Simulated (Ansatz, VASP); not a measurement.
**Two plane-wave programs on BaTiO3**

```xyz
5
Lattice="3.9730 0.0000 0.0000 0.0000 3.9730 0.0000 0.0000 0.0000 3.9910" Properties=species:S:1:pos:R:3 pbc="T T T"
Ba    0.0000    0.0000    0.0000
Ti    1.9865    1.9865    1.9556
O     0.0000    1.9865    2.0634
O     1.9865    0.0000    2.0634
O     1.9865    1.9865    0.0758
```

Alike in both runs: task single point; functional PBE; k mesh 7 × 7 × 7; occupations fermi-dirac, width 0.05 eV; no spin polarisation.

```csv
,VASP,Ansatz
version,VASP 6.6.1,Ansatz 0.2.0
potentials or method,"VASP PAW PBE potentials, release 64 (Ba_sv, Ti_sv, O_h)",PseudoDojo stringent (PBE files)
plane-wave cutoff (eV),1340,1252
valence electrons in the cell,40,40
```

VASP gave:

- gap on the k mesh at the Fermi level (eV): 1.91
- least direct gap on the mesh (eV): 2.09
- pressure (GPa): 7.8
- traceless stress, the component that is largest in VASP (GPa): 0.65
- rms of the force components (eV/Å): 0.065

**Question.** What did Ansatz give for the same quantities?

**Answer.** gap on the k mesh at the Fermi level (eV): 1.99; least direct gap on the mesh (eV): 2.14; pressure (GPa): 5.7; traceless stress, the component that is largest in VASP (GPa): 0.64; rms of the force components (eV/Å): 0.062.

Atom by atom the forces differ by 0.013 eV/Å (rms over components).

Neither program's run includes spin-orbit coupling. Noted on Ansatz's run: odd divisions of the mesh miss points on the zone boundary, where band edges often lie, so the gap on the mesh can be too wide.
